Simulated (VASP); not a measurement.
# Nb16H (a cell with a defect) in VASP: single point with PBE

Aim: the single point of Nb16H (a cell with a defect) with PBE.

Everything below comes from runs of VASP 6.6.1. Logs are shortened: lines on timing, memory, paths and dates and some standing lists are left out, and cuts for length are marked.

## 1. The cell of the first run

The cell holds a defect, 17 atoms: a = 6.600 Å, b = 6.600 Å, c = 6.600 Å, α = 90.00°, β = 90.00°, γ = 90.00°.

## 2. Single point, PBE

The input, INCAR:

```
PREC = Accurate
ENCUT = 520
EDIFF = 1E-6
ISMEAR = 0
SIGMA = 0.15
LREAL = Auto
LASPH = True
NELM = 60
ALGO = Normal
ISIF = 2
LWAVE = False
LCHARG = False
GGA = PE
NBANDS = 118
```

The input, KPOINTS:

```
regular mesh
0
Gamma
  3 3 3
```

The input, POSCAR:

```
Nb16H
1.0
    6.6000000000      0.0000000000      0.0000000000
    0.0000000000      6.6000000000      0.0000000000
    0.0000000000      0.0000000000      6.6000000000
Nb H
16 1
Direct
    0.0001718182     -0.0003153030      0.0004786364
    0.4997012121      0.0024036364     -0.0012390909
    0.0012016667      0.4935619697      0.0090986364
    0.0001695455     -0.0003150000      0.4990428788
    0.2525318182      0.2474500000      0.2497618182
    0.5006731818      0.5021262121     -0.0004639394
    0.4996998485      0.0024043939      0.5007618182
    0.7515893939      0.2484787879      0.2497624242
    0.0011998485      0.4935642424      0.4904228788
    0.2506701515      0.7484495455      0.2497596970
    0.2515857576      0.2491893939      0.7497606061
    0.5006716667      0.5021281818      0.4999860606
    0.7504045455      0.7497127273      0.2497601515
    0.7494630303      0.2501253030      0.7497619697
    0.2514528788      0.7523874242      0.7497606061
    0.7426237879      0.7561783333      0.7497613636
    0.9883989394      0.6073236364      0.7497669697
```

Potentials or basis: VASP PAW PBE potentials, release 64 (Nb_sv, H).

Started as:

```sh
> cat potpaw_PBE.64/Nb_sv/POTCAR potpaw_PBE.64/H/POTCAR > POTCAR
> mpirun -np 1 vasp_std > vasp.out
```

OUTCAR:

```text
PREC = Accurate
   ENCUT = 520
   EDIFF = 1E-6
   ISMEAR = 0
   LREAL = Auto
   LASPH = True
   NELM = 60
   ISIF = 2
   GGA = PE

 ion  position               nearest neighbor table
   1  0.000  1.000  0.000-   8 2.85  13 2.85  15 2.86   5 2.86  10 2.86  11 2.86  14 2.86  16 2.87

   2  0.500  0.002  0.999-  16 2.81   5 2.83  11 2.83  14 2.84  15 2.85   8 2.85  10 2.87  13 2.87

   3  0.001  0.494  0.009-  17 1.87   8 2.80   5 2.81  10 2.84  13 2.85  11 2.87  14 2.88  15 2.93
                            16 2.97
   4  0.000  1.000  0.499-   8 2.85  13 2.85  15 2.86   5 2.86  10 2.86  11 2.86  14 2.86  16 2.87

   5  0.253  0.247  0.250-   3 2.81   9 2.81   7 2.83   2 2.83   4 2.86   1 2.86  12 2.87   6 2.87

   6  0.501  0.502  1.000-  16 2.84  10 2.84  13 2.85  15 2.86  14 2.86  11 2.86   5 2.87   8 2.88

   7  0.500  0.002  0.501-  16 2.81   5 2.83  11 2.83  14 2.84  15 2.85   8 2.85  10 2.87  13 2.87

   8  0.752  0.248  0.250-   9 2.80   3 2.80   4 2.85   1 2.85   7 2.85   2 2.85   6 2.88  12 2.88

   9  0.001  0.494  0.490-  17 1.87   8 2.80   5 2.81  10 2.84  13 2.85  11 2.87  14 2.88  15 2.93
                            16 2.97
  10  0.251  0.748  0.250-   3 2.84   9 2.84  12 2.84   6 2.84   1 2.86   4 2.86   2 2.87   7 2.87

  11  0.252  0.249  0.750-   7 2.83   2 2.83   1 2.86   4 2.86  12 2.86   6 2.86   3 2.87   9 2.87

  12  0.501  0.502  0.500-  16 2.84  10 2.84  13 2.85  15 2.86  14 2.86  11 2.86   5 2.87   8 2.88

  13  0.750  0.750  0.250-   6 2.85  12 2.85   9 2.85   3 2.85   4 2.85   1 2.85   2 2.87   7 2.87

  14  0.749  0.250  0.750-   2 2.84   7 2.84   6 2.86  12 2.86   4 2.86   1 2.86   3 2.88   9 2.88

  15  0.251  0.752  0.750-   7 2.85   2 2.85  12 2.86   6 2.86   1 2.86   4 2.86   9 2.93   3 2.93

  16  0.743  0.756  0.750-  17 1.90   2 2.81   7 2.81   6 2.84  12 2.84   4 2.87   1 2.87   9 2.97
                             3 2.97
  17  0.988  0.607  0.750-   3 1.87   9 1.87  16 1.90

  LATTYP: Found a simple cubic cell.
 ALAT       =     6.6000000000

  Lattice vectors:

 A1 = (   6.6000000000,   0.0000000000,   0.0000000000)
 A2 = (   0.0000000000,   6.6000000000,   0.0000000000)
 A3 = (   0.0000000000,   0.0000000000,   6.6000000000)

Analysis of symmetry for initial positions (statically):
=====================================================================
 Subroutine PRICEL returns:
 Original cell was already a primitive cell.

 Routine SETGRP: Setting up the symmetry group for a
 simple cubic supercell.

 Subroutine GETGRP returns: Found  1 space group operations
 (whereof  1 operations were pure point group operations)
 out of a pool of 48 trial point group operations.

The static configuration has the point symmetry C_1 .

Analysis of symmetry for dynamics (positions and initial velocities):
=====================================================================
 Subroutine PRICEL returns:
 Original cell was already a primitive cell.

 Routine SETGRP: Setting up the symmetry group for a
 simple cubic supercell.

 Subroutine GETGRP returns: Found  1 space group operations
 (whereof  1 operations were pure point group operations)
 out of a pool of 48 trial point group operations.

The dynamic configuration has the point symmetry C_1 .

 Subroutine INISYM returns: Found  1 space group operations
 (whereof  1 operations are pure point group operations),
 and found     1 'primitive' translations

----------------------------------------------------------------------------------------

                                     Primitive cell

  volume of cell :     287.4960

  direct lattice vectors                    reciprocal lattice vectors
     6.600000000  0.000000000  0.000000000     0.151515152  0.000000000  0.000000000
     0.000000000  6.600000000  0.000000000     0.000000000  0.151515152  0.000000000
     0.000000000  0.000000000  6.600000000     0.000000000  0.000000000  0.151515152

  length of vectors
     6.600000000  6.600000000  6.600000000     0.151515152  0.151515152  0.151515152

  position of ions in fractional coordinates (direct lattice)
     0.000171818  0.999684697  0.000478636
     0.499701212  0.002403636  0.998760909
     0.001201667  0.493561970  0.009098636
     0.000169546  0.999685000  0.499042879
     0.252531818  0.247450000  0.249761818
     0.500673182  0.502126212  0.999536061
[... 9 lines left out ...]
     0.742623788  0.756178333  0.749761364
     0.988398939  0.607323636  0.749766970

  ion indices of the primitive-cell ions
   primitive index   ion index
                 1           1
                 2           2
                 3           3
                 4           4
                 5           5
                 6           6
[... 9 lines left out ...]
                16          16
                17          17

----------------------------------------------------------------------------------------

 KPOINTS: regular mesh

Automatic generation of k-mesh.
 Grid dimensions read from file:
 generate k-points for:    3    3    3

 Generating k-lattice:

  Cartesian coordinates                     Fractional coordinates (reciprocal lattice)
     0.050505051  0.000000000  0.000000000     0.333333333  0.000000000  0.000000000
     0.000000000  0.050505051  0.000000000     0.000000000  0.333333333  0.000000000
     0.000000000  0.000000000  0.050505051     0.000000000  0.000000000  0.333333333

  Length of vectors
     0.050505051  0.050505051  0.050505051

  Shift w.r.t. Gamma in fractional coordinates (k-lattice)
     0.000000000  0.000000000  0.000000000

 Subroutine IBZKPT returns following result:
 ===========================================

 Found     14 irreducible k-points:

 Following reciprocal coordinates:
            Coordinates               Weight
  0.000000  0.000000  0.000000      1.000000
  0.333333  0.000000  0.000000      2.000000
  0.000000  0.333333  0.000000      2.000000
  0.000000  0.000000  0.333333      2.000000
  0.333333  0.333333  0.000000      2.000000
  0.000000  0.333333  0.333333      2.000000
  0.333333  0.000000  0.333333      2.000000
 -0.333333  0.333333  0.000000      2.000000
 -0.333333  0.000000  0.333333      2.000000
  0.000000 -0.333333  0.333333      2.000000
  0.333333  0.333333  0.333333      2.000000
 -0.333333  0.333333  0.333333      2.000000
 -0.333333 -0.333333  0.333333      2.000000
  0.333333 -0.333333  0.333333      2.000000
   k-points           NKPTS =     14   k-points in BZ     NKDIM =     14   number of bands    NBANDS=    118
   number of dos      NEDOS =    301   number of ions     NIONS =     17
   total plane-waves  NPLWV = 125000
   dimension x,y,z NGX =    50 NGY =   50 NGZ =   50
   dimension x,y,z NGXF=   100 NGYF=  100 NGZF=  100
   ions per type =              16   1
   NGX,Y,Z   is equivalent  to a cutoff of  12.59, 12.59, 12.59 a.u.
   NGXF,Y,Z  is equivalent  to a cutoff of  25.19, 25.19, 25.19 a.u.
 SYSTEM =  unknown system
   PREC   = accura    normal or accurate (medium, high low for compatibility)
   ISTART =      0    job   : 0-new  1-cont  2-samecut
   ICHARG =      2    charge: 1-file 2-atom 10-const
   ISPIN  =      1    spin polarized calculation?
   LNONCOLLINEAR =      F non collinear calculations
   LSORBIT =      F    spin-orbit coupling
   LASPH  =      T    aspherical Exc in radial PAW
   ENCUT  =  520.0 eV  38.22 Ry    6.18 a.u.  12.27 12.27 12.27*2*pi/ulx,y,z
   NELM   =     60;   NELMIN=  2; NELMDL= -5     # of ELM steps
   EDIFF  = 0.1E-05   stopping-criterion for ELM
   LREAL  =      T    real-space projection
   EDIFFG = 0.1E-04   stopping-criterion for IOM
   NSW    =      0    number of steps for IOM
[... 5 lines left out ...]
   TEBEG  =    0.0;   TEEND  =   0.0 temperature during run
   PSTRESS=    0.0 pullay stress
   NELECT =     209.0000    total number of electrons
   NUPDOWN=      -1.0000    fix difference up-down
   EMIN   =  10.00;   EMAX   =-10.00  energy-range for DOS
   EFERMI =   0.00;   METHOD = LEGACY
   ISMEAR =     0;   SIGMA  =   0.15  broadening in eV -4-tet -1-fermi 0-gaus
   EFERMI_NEDOS =   21; number of points for ismear=-14 and -15
   IALGO  =     38    algorithm
   IMIX   =      4    mixing-type and parameters
     AMIX     =   0.40;   BMIX     =  1.00
     AMIX_MAG =   1.60;   BMIX_MAG =  1.00
  volume/ion in A,a.u.               =      16.91       114.12
  Fermi-wavevector in a.u.,A,eV,Ry     =   1.472018  2.781710 29.481589  2.166836
  Thomas-Fermi vector in A             =   2.587083
   LORBIT       =      0    0 simple, 1 ext, 2 COOP (PROOUT), +10 PAW based schemes
   GGA     = PE    functional components
   LHFCALC =     F    Hartree Fock is set to
   AEXX    =    0.0000 exact exchange contribution
   IVDW    =     0    specifies the selected vdW correction
   LEPSILON=     F    determine dielectric tensor
   LRPA    =     F    only Hartree local field effects (RPA)
 non-spin polarized calculation
 Gauss-broadening in eV      SIGMA  =   0.15
  energy-cutoff  :      520.00
  volume of cell :      287.50
 maximum number of plane-waves:      7809
 NGX is ok and might be reduce to    50
   NGX = 25   NGY = 25   NGZ = 25

 number of electron     209.0000022 magnetization

 Free energy of the ion-electron system (eV)
  ---------------------------------------------------
  ext. energy  EPLUGINS =         0.00000000
  ---------------------------------------------------
  free energy    TOTEN  =      -167.50759325 eV

  energy without entropy =     -167.37133818  energy(sigma->0) =     -167.43946572

 E-fermi :  11.2710     XC(G=0): -12.5427

 val. band max:       11.2694753424   @ k =  -0.3333   0.3333   0.0000
 cond. band min:      11.2759773949   @ k =   0.0000  -0.3333   0.3333
 fundamental gap:      0.0065020524
 Fermi energy:        11.2710228028

 k-point     1 :       0.0000    0.0000    0.0000
  band No.  band energies     occupation
      1     -43.0811      2.00000
      2     -42.8972      2.00000
      3     -42.8892      2.00000
      4     -42.8640      2.00000
      5     -42.8596      2.00000
      6     -42.8483      2.00000
[... 108 lines left out ...]
    115      13.5349      0.00000
    116      13.5490      0.00000
[... 1545 lines left out ...]
    115      13.6691      0.00000
    116      13.7013      0.00000
 [bands above 116 left out]

------------------------ aborting loop because EDIFF is reached ----------------------------------------

  FORCE on cell =-STRESS in cart. coord.  units (eV):
  Direction    XX          YY          ZZ          XY          YZ          ZX
  --------------------------------------------------------------------------------------
  -------------------------------------------------------------------------------------
  Total        3.5928636      3.5293490      5.1047484     -0.3770341      0.0006219     -0.0001534
  in kB       20.0225556     19.6685968     28.4480902     -2.1011615      0.0034659     -0.0008549
  external PRESSURE =      22.7130809 kB  Pullay stress =       0.0000000 kB

 VOLUME and BASIS-vectors are now :
 -----------------------------------------------------------------------------
  energy-cutoff  :      520.00
  volume of cell :      287.50
      direct lattice vectors                 reciprocal lattice vectors
     6.600000000  0.000000000  0.000000000     0.151515152  0.000000000  0.000000000
     0.000000000  6.600000000  0.000000000     0.000000000  0.151515152  0.000000000
     0.000000000  0.000000000  6.600000000     0.000000000  0.000000000  0.151515152

 POSITION                                       TOTAL-FORCE (eV/Angst)
 -----------------------------------------------------------------------------------
      0.00113      6.59792      0.00316        -0.012048     -0.012590      0.003080
      3.29803      0.01586      6.59182        -0.006861     -0.016786      0.005110
      0.00793      3.25751      0.06005        -0.033868     -0.018485     -0.029808
      0.00112      6.59792      3.29368        -0.011776     -0.012363     -0.002853
      1.66671      1.63317      1.64843        -0.031757     -0.017807     -0.000359
      3.30444      3.31403      6.59694        -0.017815     -0.012858     -0.000783
[... 9 lines left out ...]
      4.90132      4.99078      4.94842        -0.007335     -0.025698     -0.000113
      6.52343      4.00834      4.94846         0.240201      0.253387     -0.000385
 -----------------------------------------------------------------------------------
    total drift:                               -0.000467      0.005246      0.001145

  FREE ENERGIE OF THE ION-ELECTRON SYSTEM (eV)
  ---------------------------------------------------
  free  energy   TOTEN  =      -167.5075932517 eV

  energy  without entropy=     -167.3713381845  energy(sigma->0) =     -167.43946572
```

It took 14 min on 1 thread of AMD EPYC 7R13 (Zen 3), shared host; peak memory 0.49 GiB.

What came out:

| Quantity | Value |
| --- | --- |
| Free energy | -167.5076 eV |
| Pressure | 2.3 GPa |
| Largest force | 0.349 eV/Å |
| Band gap on the k mesh | zero (an odd number of electrons rules out a gap without spin polarisation) |

Forces on the atoms (eV/Å):
```
Nb  -0.012 -0.013  0.003
Nb  -0.007 -0.017  0.005
Nb  -0.034 -0.018 -0.030
Nb  -0.012 -0.012 -0.003
Nb  -0.032 -0.018  0.000
Nb  -0.018 -0.013 -0.001
Nb  -0.007 -0.017 -0.005
Nb  -0.019 -0.026  0.000
Nb  -0.034 -0.019  0.030
Nb  -0.018 -0.019  0.000
Nb  -0.017 -0.010  0.000
Nb  -0.018 -0.013  0.001
Nb  -0.014 -0.029  0.000
Nb  -0.020 -0.020  0.001
Nb   0.026  0.015  0.000
Nb  -0.007 -0.026  0.000
H    0.240  0.253  0.000
```

Stress tensor (GPa, compression positive):
```
 2.00 -0.21  0.00
-0.21  1.97  0.00
 0.00  0.00  2.84
```
